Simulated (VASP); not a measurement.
A run of VASP 6.6.1:

Contents of POSCAR:

```
AlAu
1.0
    3.2346528494      0.0000000000      0.0000000000
    0.0000000000      3.2346528494      0.0000000000
    0.0000000000      0.0000000000      3.2346528494
Al Au
1 1
Direct
    0.0000000000      0.0000000000      0.0000000000
    0.5000000000      0.5000000000      0.5000000000
```

Contents of INCAR.step1:

```
SYSTEM = AlAu
ALGO     = Normal         ! electronic algorithm
EDIFF    = 1E-4           ! SCF threshold, eV
ENCUT    = 520            ! plane-wave cutoff, eV
GGA      = PE             ! functional
ISMEAR   = -1             ! smearing method
LASPH    = .TRUE.         ! aspherical terms in the spheres
LCHARG   = .FALSE.        ! write CHGCAR
LREAL    = .FALSE.        ! projectors in reciprocal space
LWAVE    = .TRUE.         ! write WAVECAR
NBANDS   = 14             ! bands
NELM     = 60             ! most SCF steps
PREC     = Accurate       ! precision mode
SIGMA    = 0.1            ! smearing width, eV
```

File INCAR.step2:

```
SYSTEM = AlAu
ALGO     = Normal         ! electronic algorithm
EDIFF    = 1E-6           ! SCF threshold, eV
ENCUT    = 520            ! plane-wave cutoff, eV
ISIF     = 2              ! what is computed and relaxed
ISMEAR   = -1             ! smearing method
ISTART   = 1            
LASPH    = .TRUE.         ! aspherical terms in the spheres
LCHARG   = .FALSE.        ! write CHGCAR
LMIXTAU  = .TRUE.       
LREAL    = .FALSE.        ! projectors in reciprocal space
LWAVE    = .FALSE.        ! write WAVECAR
METAGGA  = R2SCAN         ! meta-GGA
NBANDS   = 14             ! bands
NELM     = 60             ! most SCF steps
PREC     = Accurate       ! precision mode
SIGMA    = 0.1            ! smearing width, eV
```

KPOINTS

```
k-points
0
G
  9 9 9
  0 0 0
```

Potentials or basis: VASP PAW PBE potentials, release 64 (Al, Au).

The run is started by

```bash
$ cat potpaw_PBE.64/Al/POTCAR potpaw_PBE.64/Au/POTCAR > POTCAR
$ cp INCAR.step1 INCAR
$ mpirun -np 1 vasp_std > vasp.out
$ cp INCAR.step2 INCAR
$ mpirun -np 1 vasp_std > vasp.out
```

Hardware: 1 thread of AMD EPYC 7R13 Processor (Zen 3), with other jobs on the host.

Problem. Estimate the wall time of this run.

Solution. It took 67 s on 1 thread of AMD EPYC 7R13 Processor (Zen 3) (shared host), peak memory 0.12 GiB. Counts: k points 35.
